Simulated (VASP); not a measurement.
# MnO: single point with PBEsol

Crystal: MnO.

```
Mn O
1.0
     0.00000    2.16341    2.16341
     2.16341    0.00000    2.16341
     2.16341    2.16341    0.00000
Mn O
1 1
Direct
  0.00000 0.00000 0.00000
  0.50000 0.50000 0.50000
```

* Program: VASP 6.6.1
* Task: single point
* Functional: PBEsol
* Potentials or basis: VASP PAW PBE potentials, release 64 (Mn_pv, O)
* Cutoff: 520 eV
* k mesh: 10 × 10 × 10
* Occupations: fermi-dirac, width 0.05 eV
* Spin: collinear spin, ferromagnetic start
* Starting moments: [4.0, 0.0] μB

```yaml
Pressure: 0.5 GPa
Net_moment: 4.45 μB per cell
Site_moments: Mn +4.07; O +0.17 μB
Valence_electrons_inside_the_program's_atomic_spheres: Mn 11.46; O 4.97
```

Levels at points of the mesh, in eV from the Fermi level:
Spin up:
```
           k point  band 9  band 10  band 11  band 12  band 13  band 14  band 15  band 16
(0.00, 0.00, 0.00)   -3.33    -3.33    -2.74    -2.74    -0.25    14.00    16.85    16.85
(0.50, 0.00, 0.00)   -2.26    -1.81     0.42     0.42     3.50     8.33    12.26    12.26
(0.50, 0.50, 0.00)   -2.23    -1.93    -1.93    -1.74     5.49     8.12    10.73    14.39
```
Spin down:
```tsv
k point	band 5	band 6	band 7	band 8	band 9	band 10
(0.00, 0.00, 0.00)	-3.86	-3.86	-3.86	0.32	0.32	0.32
(0.50, 0.00, 0.00)	-8.24	-5.55	-5.55	1.71	1.73	1.73
(0.50, 0.50, 0.00)	-7.17	-4.91	-4.91	-1.47	1.72	2.08
```

Wall time 35 s on 1 thread of Intel Xeon 8259CL, on a shared host, peak memory 0.16 GiB.

Caveat: the PAW data sets were made with another functional, which shifts forces and pressure a little; a cell with one magnetic atom can't hold antiferromagnetic order, which such compounds often take; semilocal functionals often make such compounds metallic where correlation or magnetic order opens a gap, which also shifts bond lengths. With open d or f shells a metallic result of PBEsol can be an artefact of self-interaction; +U or a hybrid may open a gap.
